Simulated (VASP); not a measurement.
Input of a VASP 6.6.1 run:

The input INCAR:

```
PREC = Accurate
ENCUT = 520
EDIFF = 1E-6
ISMEAR = 0
SIGMA = 0.1
LREAL = F
LASPH = T
NELM = 80
ALGO = Normal
ISIF = 2
LWAVE = F
LCHARG = T
GGA = PE
LELF = T
LVHAR = T
NBANDS = 36
```

The input KPOINTS:

```
Automatic mesh
0
Gamma
  12 12 6
```

The input POSCAR:

```
Ge
1.0
    4.1387279196      0.0000000000      0.0000000000
   -2.0693639598      3.5842435177      0.0000000000
    0.0000000000      0.0000000000      6.8205586991
Ge
4
Direct
    0.6666666667      0.3333333333      0.0626051574
    0.3333333333      0.6666666667      0.5626051574
    0.6666666667      0.3333333333      0.4373948426
    0.3333333333      0.6666666667      0.9373948426
```

Potentials or basis: VASP PAW PBE potentials, release 64 (Ge_d).

The run is started by

```console
$ cat potpaw_PBE.64/Ge_d/POTCAR > POTCAR
$ mpirun -np 1 vasp_std > vasp.out
```

Problem. Estimate the band gap on the k mesh.

Solution. Zero (band 28 reaches 3.97 eV, above the bottom of band 29 at 3.96 eV).

Problem. Estimate the pressure.

Solution. -3.1 GPa.
